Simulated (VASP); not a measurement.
# TiSi2 (Fdd2) in VASP: single point with PBE

Aim: the single point of TiSi2 with PBE.

All numbers are computed with VASP 6.6.1; they aren't measurements. Logs are shortened: lines on timing, memory, paths and dates and some standing lists are left out, and cuts for length are marked.

## Step 1: The cell of the first run

It takes space group Fdd2 (No. 43, orthorhombic). The conventional cell has a = 8.270 Å, b = 8.559 Å, c = 4.808 Å, α = 90.00°, β = 90.00°, γ = 90.00°. Ti (site symmetry 2) has 10 Si at 2.55 to 2.79 Å and 4 Ti at 3.21 Å within 3.4 Å. Si (site symmetry 1) has 9 Si at 2.53 to 3.25 Å and 5 Ti at 2.55 to 2.79 Å within 3.3 Å.

## Step 2: Single point, PBE (mode 4 (183.3 1/cm) frozen in, largest displacement +0.037 Å)

INCAR

```
PREC = Accurate ; ENCUT = 520
EDIFF = 1E-7 ; ISMEAR = 0
SIGMA = 0.15 ; LREAL = False
LASPH = True ; NELM = 80
ALGO = Normal ; ISIF = 2
LWAVE = False ; LCHARG = True
GGA = PE ; LELF = True
LVHAR = True ; NBANDS = 29
```

KPOINTS

```
Automatic mesh
0
Gamma
  14 14 14
```

POSCAR

```
TiSi2
1.0
    0.0000000000      4.1351811263      4.2795976070
    2.4038689094      0.0000000000      4.2795976070
    2.4038689094      4.1351811263      0.0000000000
Ti Si
2 4
Direct
    0.7459983113      0.7540016887      0.7540016887
    0.4959983113      0.5040016887      0.5040016887
    0.0862942886      0.4058250452      0.0873546296
    0.4205260366      0.0873546296      0.4058250452
    0.1626453704      0.8294739634      0.1637057114
    0.8441749548      0.1637057114      0.8294739634
```

Potentials or basis: VASP PAW PBE potentials, release 64 (Ti_sv, Si).

Command:

```
cat potpaw_PBE.64/Ti_sv/POTCAR potpaw_PBE.64/Si/POTCAR > POTCAR
mpirun -np 1 vasp_std > vasp.out
```

OUTCAR:

```text
PREC = Accurate
   ENCUT = 520
   EDIFF = 1E-7
   ISMEAR = 0
   LREAL = False
   LASPH = True
   NELM = 80
   ISIF = 2
   GGA = PE

 ion  position               nearest neighbor table
   1  0.746  0.754  0.754-   5 2.55   6 2.55   6 2.57   5 2.57   4 2.73   3 2.73   4 2.79   3 2.79
                             4 2.79   3 2.79
   2  0.496  0.504  0.504-   4 2.55   3 2.55   3 2.57   4 2.57   6 2.73   5 2.73   6 2.79   5 2.79
                             6 2.79   5 2.79
   3  0.086  0.406  0.087-   5 2.53   5 2.53   2 2.55   2 2.57   4 2.70   1 2.73   1 2.79   1 2.79
                             4 2.80   4 2.80
   4  0.421  0.087  0.406-   6 2.53   6 2.53   2 2.55   2 2.57   3 2.70   1 2.73   1 2.79   1 2.79
                             3 2.80   3 2.80
   5  0.163  0.829  0.164-   3 2.53   3 2.53   1 2.55   1 2.57   6 2.70   2 2.73   2 2.79   2 2.79
                             6 2.80   6 2.80
   6  0.844  0.164  0.829-   4 2.53   4 2.53   1 2.55   1 2.57   5 2.70   2 2.73   2 2.79   2 2.79
                             5 2.80   5 2.80

  LATTYP: Found a face centered orthorhombic cell.
 ALAT       =     4.8077378188
 B/A-ratio  =     1.7202190644
 C/A-ratio  =     1.7802957517

  Lattice vectors:

 A1 = (   0.0000000000,   4.1351811263,   4.2795976070)
 A2 = (   2.4038689094,   0.0000000000,   4.2795976070)
 A3 = (   2.4038689094,   4.1351811263,   0.0000000000)

Analysis of symmetry for initial positions (statically):
=====================================================================
 Subroutine PRICEL returns:
 Original cell was already a primitive cell.

 Routine SETGRP: Setting up the symmetry group for a
 face centered orthorhombic supercell.

 Subroutine GETGRP returns: Found  4 space group operations
 (whereof  2 operations were pure point group operations)
 out of a pool of  8 trial point group operations.

The static configuration has the point symmetry C_2 .
 The point group associated with its full space group is C_2v.

Analysis of symmetry for dynamics (positions and initial velocities):
=====================================================================
 Subroutine PRICEL returns:
 Original cell was already a primitive cell.

 Routine SETGRP: Setting up the symmetry group for a
 face centered orthorhombic supercell.

 Subroutine GETGRP returns: Found  4 space group operations
 (whereof  2 operations were pure point group operations)
 out of a pool of  8 trial point group operations.

The dynamic configuration has the point symmetry C_2 .
 The point group associated with its full space group is C_2v.

 Subroutine INISYM returns: Found  4 space group operations
 (whereof  2 operations are pure point group operations),
 and found     1 'primitive' translations

----------------------------------------------------------------------------------------

                                     Primitive cell

  volume of cell :      85.0821

  direct lattice vectors                    reciprocal lattice vectors
     0.000000000  4.135181126  4.279597607    -0.207998031  0.120913688  0.116833414
     2.403868909  0.000000000  4.279597607     0.207998031 -0.120913688  0.116833414
     2.403868909  4.135181126  0.000000000     0.207998031  0.120913688 -0.116833414

  length of vectors
     5.951023326  4.908517231  4.783127500     0.267457188  0.267457188  0.267457188

  position of ions in fractional coordinates (direct lattice)
     0.745998311  0.754001689  0.754001689
     0.495998311  0.504001689  0.504001689
     0.086294289  0.405825045  0.087354630
     0.420526037  0.087354630  0.405825045
     0.162645370  0.829473963  0.163705711
     0.844174955  0.163705711  0.829473963

  ion indices of the primitive-cell ions
   primitive index   ion index
                 1           1
                 2           2
                 3           3
                 4           4
                 5           5
                 6           6

----------------------------------------------------------------------------------------

 KPOINTS: Automatic mesh

Automatic generation of k-mesh.
 Grid dimensions read from file:
 generate k-points for:   14   14   14

 Generating k-lattice:

  Cartesian coordinates                     Fractional coordinates (reciprocal lattice)
    -0.014857002  0.008636692  0.008345244     0.071428571  0.000000000 -0.000000000
     0.014857002 -0.008636692  0.008345244     0.000000000  0.071428571  0.000000000
     0.014857002  0.008636692 -0.008345244    -0.000000000  0.000000000  0.071428571

  Length of vectors
     0.019104085  0.019104085  0.019104085

  Shift w.r.t. Gamma in fractional coordinates (k-lattice)
     0.000000000  0.000000000  0.000000000

 Subroutine IBZKPT returns following result:
 ===========================================

 Found    428 irreducible k-points:

 Following reciprocal coordinates:
            Coordinates               Weight
  0.000000  0.000000  0.000000      1.000000
  0.071429 -0.000000 -0.000000      8.000000
  0.142857 -0.000000  0.000000      8.000000
  0.214286  0.000000 -0.000000      8.000000
  0.285714 -0.000000 -0.000000      8.000000
  0.357143 -0.000000 -0.000000      8.000000
[... 16 lines left out ...]
  0.214286  0.142857 -0.000000      8.000000
  0.285714  0.142857 -0.000000      8.000000
 [... further k-points ...]
   k-points           NKPTS =    428   k-points in BZ     NKDIM =    428   number of bands    NBANDS=     29
   number of dos      NEDOS =    301   number of ions     NIONS =      6
   total plane-waves  NPLWV =  69120
   dimension x,y,z NGX =    48 NGY =   40 NGZ =   36
   dimension x,y,z NGXF=    96 NGYF=   80 NGZF=   72
   ions per type =               2   4
   NGX,Y,Z   is equivalent  to a cutoff of  13.41, 13.55, 12.51 a.u.
   NGXF,Y,Z  is equivalent  to a cutoff of  26.82, 27.10, 25.02 a.u.
 SYSTEM =  unknown system
   PREC   = accura    normal or accurate (medium, high low for compatibility)
   ISTART =      0    job   : 0-new  1-cont  2-samecut
   ICHARG =      2    charge: 1-file 2-atom 10-const
   ISPIN  =      1    spin polarized calculation?
   LNONCOLLINEAR =      F non collinear calculations
   LSORBIT =      F    spin-orbit coupling
   LASPH  =      T    aspherical Exc in radial PAW
   ENCUT  =  520.0 eV  38.22 Ry    6.18 a.u.  11.06  9.13  8.89*2*pi/ulx,y,z
   NELM   =     80;   NELMIN=  2; NELMDL= -5     # of ELM steps
   EDIFF  = 0.1E-06   stopping-criterion for ELM
   LREAL  =      F    real-space projection
   EDIFFG = 0.1E-05   stopping-criterion for IOM
   NSW    =      0    number of steps for IOM
   IBRION =     -1    ionic relax: 0-MD 1-quasi-New 2-CG
   NFREE  =      0    steps in history (QN), initial steepest desc. (CG)
   ISIF   =      2    stress and relaxation
   ISYM   =      2    0-nonsym 1-usesym 2-fastsym
   POTIM  = 0.5000    time-step for ionic-motion
   TEBEG  =    0.0;   TEEND  =   0.0 temperature during run
   PSTRESS=    0.0 pullay stress
   NELECT =      40.0000    total number of electrons
   NUPDOWN=      -1.0000    fix difference up-down
   EMIN   =  10.00;   EMAX   =-10.00  energy-range for DOS
   EFERMI =   0.00;   METHOD = LEGACY
   ISMEAR =     0;   SIGMA  =   0.15  broadening in eV -4-tet -1-fermi 0-gaus
   EFERMI_NEDOS =   21; number of points for ismear=-14 and -15
   IALGO  =     38    algorithm
   IMIX   =      4    mixing-type and parameters
     AMIX     =   0.40;   BMIX     =  1.00
     AMIX_MAG =   1.60;   BMIX_MAG =  1.00
  volume/ion in A,a.u.               =      14.18        95.69
  Fermi-wavevector in a.u.,A,eV,Ry     =   1.272962  2.405549 22.047316  1.620432
  Thomas-Fermi vector in A             =   2.405812
   LORBIT       =      0    0 simple, 1 ext, 2 COOP (PROOUT), +10 PAW based schemes
   GGA     = PE    functional components
   LHFCALC =     F    Hartree Fock is set to
   AEXX    =    0.0000 exact exchange contribution
   IVDW    =     0    specifies the selected vdW correction
   LEPSILON=     F    determine dielectric tensor
   LRPA    =     F    only Hartree local field effects (RPA)
 non-spin polarized calculation
 Gauss-broadening in eV      SIGMA  =   0.15
  energy-cutoff  :      520.00
  volume of cell :       85.08
 maximum number of plane-waves:      2310
 NGX is ok and might be reduce to    48
   NGX = 23   NGY = 19   NGZ = 17

 number of electron      39.9999998 magnetization

 Free energy of the ion-electron system (eV)
  ---------------------------------------------------
  ext. energy  EPLUGINS =         0.00000000
  ---------------------------------------------------
  free energy    TOTEN  =       -40.70355950 eV

  energy without entropy =      -40.67790453  energy(sigma->0) =      -40.69073202

 E-fermi :  10.0204     XC(G=0): -11.6736

 val. band max:       10.0194223420   @ k =  -0.2857   0.0714   0.0714
 cond. band min:      10.0214498156   @ k =  -0.3571   0.0000   0.1429
 fundamental gap:      0.0020274736
 Fermi energy:        10.0203600157

 k-point     1 :       0.0000    0.0000    0.0000
  band No.  band energies     occupation
      1     -46.2910      2.00000
      2     -46.2642      2.00000
      3     -22.6600      2.00000
      4     -22.6577      2.00000
      5     -22.5776      2.00000
      6     -22.5632      2.00000
[... 21 lines left out ...]
     28      13.6956      0.00000
     29      13.7669      0.00000

 k-point     2 :       0.0714   -0.0000   -0.0000
  band No.  band energies     occupation
      1     -46.2907      2.00000
      2     -46.2644      2.00000
      3     -22.6600      2.00000
      4     -22.6573      2.00000
      5     -22.5789      2.00000
      6     -22.5632      2.00000
[... 21 lines left out ...]
     28      13.6162      0.00000
     29      13.7617      0.00000

 k-point     3 :       0.1429   -0.0000    0.0000
  band No.  band energies     occupation
      1     -46.2900      2.00000
      2     -46.2652      2.00000
      3     -22.6611      2.00000
      4     -22.6551      2.00000
      5     -22.5829      2.00000
      6     -22.5632      2.00000
[... 638 lines left out ...]
      5     -22.5922      2.00000
      6     -22.5598      2.00000
[... 21 lines left out ...]
     28      13.7505      0.00000
     29      14.2979      0.00000

 k-point    24 :       0.2857    0.1429   -0.0000
  band No.  band energies     occupation
      1     -46.2875      2.00000
      2     -46.2676      2.00000
      3     -22.6593      2.00000
      4     -22.6431      2.00000
      5     -22.5992      2.00000
      6     -22.5596      2.00000
[... 21 lines left out ...]
     28      13.9301      0.00000
     29      14.3379      0.00000

 [... further k-points ...]
[... 5 lines left out ...]
  --------------------------------------------------------------------------------------
  -------------------------------------------------------------------------------------
  Total        0.0034241     -0.1300787      0.1392530      0.0000000      0.0000000      0.0000000
  in kB        0.0644796     -2.4495052      2.6222677      0.0000000      0.0000000      0.0000000
  external PRESSURE =       0.0790807 kB  Pullay stress =       0.0000000 kB

 VOLUME and BASIS-vectors are now :
 -----------------------------------------------------------------------------
  energy-cutoff  :      520.00
  volume of cell :       85.08
      direct lattice vectors                 reciprocal lattice vectors
     0.000000000  4.135181126  4.279597607    -0.207998031  0.120913688  0.116833414
     2.403868909  0.000000000  4.279597607     0.207998031 -0.120913688  0.116833414
     2.403868909  4.135181126  0.000000000     0.207998031  0.120913688 -0.116833414

 POSITION                                       TOTAL-FORCE (eV/Angst)
 -----------------------------------------------------------------------------------
      3.62504      6.20277      6.41940        -0.114088     -0.000000     -0.000000
      2.42311      4.13518      4.27960        -0.114088      0.000000     -0.000000
      1.18554      0.71807      2.10607         0.057044      0.000194      0.117314
      1.18554      3.41711      2.17352         0.057044     -0.000194     -0.117314
      2.38747      1.34952      4.24587         0.057044     -0.000194      0.117314
      2.38747      6.92084      4.31332         0.057044      0.000194     -0.117314
 -----------------------------------------------------------------------------------
    total drift:                                0.000045     -0.000006     -0.000016

  FREE ENERGIE OF THE ION-ELECTRON SYSTEM (eV)
  ---------------------------------------------------
  free  energy   TOTEN  =       -40.7035595043 eV

  energy  without entropy=      -40.6779045297  energy(sigma->0) =      -40.69073202
```

It took 32 min on 1 thread of Intel Xeon 6975P-C, shared host; peak memory 0.89 GiB.

Results:

* Free energy: -40.7036 eV
* Pressure: 0.0 GPa
* Largest force: 0.130 eV/Å
* Band gap on the k mesh: zero (band 20 reaches 10.71 eV, above the bottom of band 21 at 8.88 eV)

Forces on the atoms (eV/Å):
```
Ti  -0.114  0.000  0.000
Ti  -0.114  0.000  0.000
Si   0.057  0.000  0.117
Si   0.057  0.000 -0.117
Si   0.057  0.000  0.117
Si   0.057  0.000 -0.117
```

Caveat: the cell differs from its parent crystal (mode 4 (183.3 1/cm) frozen in, largest displacement +0.037 Å).
